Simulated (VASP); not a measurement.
Wanted: the native input for a VASP 6.6.1 run.

```
Task                   : single point
Functional             : PBE
Potentials or basis    : VASP PAW PBE potentials, release 64 (Mg, H)
Cutoff                 : 520 eV
k mesh                 : 4 × 5 × 1
Occupations            : gaussian, width 0.1 eV
Spin                   : no spin polarisation
Dipole correction      : yes
Further INCAR settings : ALGO = Normal; EDIFF = 1e-06; NBANDS = 20
```

The structure of Mg4H lies in POSCAR:

```
Mg4H
1.0
    6.4201385733      0.0000000000      0.0000000000
    0.0000000000      5.1379129567      0.0000000000
    0.0000000000      0.0000000000     21.6644777330
Mg H
8 2
Direct
    0.0000000000      0.7500000000      0.1846340378
    0.5000000000      0.7500000000      0.1846340378
    0.2500000000      0.2500000000      0.2274076137
    0.7500000000      0.2500000000      0.2274076137
    0.2500000000      0.7500000000      0.3173234500
    0.7500000000      0.7500000000      0.3173234500
    0.0000000000      0.2500000000      0.3537808678
    0.5000000000      0.2500000000      0.3537808678
    0.6335694913      0.0833333333      0.3893229201
    0.8664305087      0.0833333333      0.3893229201
```

These files were run (other wordings do the same):

INCAR

```
SYSTEM = Mg4H
  PREC = Accurate
  ENCUT = 520
  EDIFF = 1E-6
  ISMEAR = 0
  SIGMA = 0.1
  LREAL = .False.
  LASPH = .True.
  NELM = 60
  ALGO = Normal
  ISIF = 2
  LWAVE = .False.
  LCHARG = .False.
  LDIPOL = .True.
  IDIPOL = 3
  DIPOL = 0.5 0.5 0.294
  GGA = PE
  NBANDS = 20
```

KPOINTS

```
regular mesh
0
Gamma
  4 5 1
  0 0 0
```

Potentials or basis: VASP PAW PBE potentials, release 64 (Mg, H).

Launch:

```console
$ cat potpaw_PBE.64/Mg/POTCAR potpaw_PBE.64/H/POTCAR > POTCAR
$ mpirun -np 1 vasp_std > vasp.out
```

It gave:

```json
{
  "Largest force": "4.897 eV/Å",
  "Band gap on the k mesh": "zero (band 9 reaches -1.46 eV, above the bottom of band 10 at -2.31 eV)"
}
```

Wall time 4.6 min on 1 thread of Oxide Virtual Turin-like Processor (shared host), peak memory 0.63 GiB.
